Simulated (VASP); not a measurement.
A run of VASP 6.6.1:

The input INCAR:

```
PREC = Accurate ; ENCUT = 600
EDIFF = 1E-6 ; ISMEAR = 0
SIGMA = 0.2 ; LREAL = F
LASPH = T ; NELM = 120
ALGO = Normal ; ISIF = 2
LWAVE = F ; LCHARG = F
GGA = PE ; NBANDS = 19
GGA_COMPAT = F
```

Contents of KPOINTS:

```
Automatic mesh
0
Gamma
  6 6 4
```

The input POSCAR:

```
SiO3
1.0
    3.4753036368      0.0000000000      0.0000000000
    0.0000000000      3.4753036368      0.0000000000
    0.0000000000      0.0000000000      3.4660997315
Si O
1 3
Direct
    0.0000000000      0.0000000000      0.0000000000
    0.0000000000      0.5000000000      0.0000000000
    0.5000000000      0.0000000000      0.0000000000
    0.0000000000      0.0000000000      0.5000000000
```

Potentials or basis: VASP PAW PBE potentials, release 64 (Si, O).

Command:

```console
$ cat potpaw_PBE.64/Si/POTCAR potpaw_PBE.64/O/POTCAR > POTCAR
$ mpirun -np 1 vasp_std > vasp.out
```

Hardware: 1 thread of Intel(R) Xeon(R) 6975P-C (Granite Rapids) (shared host).

**Question.** Estimate the wall time of this run.

**Answer.** It took 12 s on 1 thread of Intel(R) Xeon(R) 6975P-C (Granite Rapids), with other jobs on the host, peak memory 0.15 GiB. Counts: scf iterations 15, k points 30.
